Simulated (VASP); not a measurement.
Input of a VASP 6.6.1 run:

INCAR

```
SYSTEM = CuO
PREC = Accurate
ENCUT = 600
EDIFF = 1E-7
ISMEAR = -1
SIGMA = 0.05
LREAL = .False.
LASPH = .True.
NELM = 80
ALGO = Normal
ISIF = 3
LWAVE = .False.
LCHARG = .False.
GGA = CA
IBRION = 2
NSW = 80
EDIFFG = -0.005
```

KPOINTS

```
regular mesh
0
Gamma
  8 8 5
  0 0 0
```

The input POSCAR:

```
CuO
1.0
    3.1795331000      0.0000000000      0.0000000000
   -1.5897665500      2.7535564400      0.0000000000
    0.0000000000      0.0000000000      4.4314907300
Cu O
2 2
Direct
    0.0000000000      0.0000000000      0.0000000000
    0.0000000000      0.0000000000      0.5000000000
    0.3333333333      0.6666666667      0.2500000000
    0.6666666667      0.3333333333      0.7500000000
```

Potentials or basis: VASP PAW LDA potentials, release 64 (Cu, O).

Launch:

```console
$ cat potpaw_LDA.64/Cu/POTCAR potpaw_LDA.64/O/POTCAR > POTCAR
$ mpirun -np 1 vasp_std > vasp.out
```

Task: Predict the relaxed volume.

Result: 8.91 Å³/atom.

Task: What does it give for the relaxed cell?

Result: a = 2.879 Å, b = 2.879 Å, c = 4.964 Å, α = 90.00°, β = 90.00°, γ = 120.00°.

Task: Predict the band gap on the k mesh.

Result: Zero (bands 17 and 18 overlap by 0.80 eV).

The path:
```
step  energy change (eV)  largest force (eV/Å)  pressure (GPa)  volume (Å³)
   1              0.0000                0.0000           -9.59        38.80
   2             -0.6884                0.0000            3.79        35.43
   3             -0.7237                0.0000           10.06        34.40
   4             -0.7715                0.0000           -6.49        36.72
   5             -0.7929                0.0000           -1.08        35.86
   6             -0.7952                0.0000           -0.32        35.70
   7             -0.7954                0.0000           -0.04        35.64
```

Caveat: semilocal functionals often make such compounds metallic where correlation or magnetic order opens a gap, which also shifts bond lengths. With open d or f shells a metallic result of LDA can be an artefact of self-interaction; +U or a hybrid may open a gap.
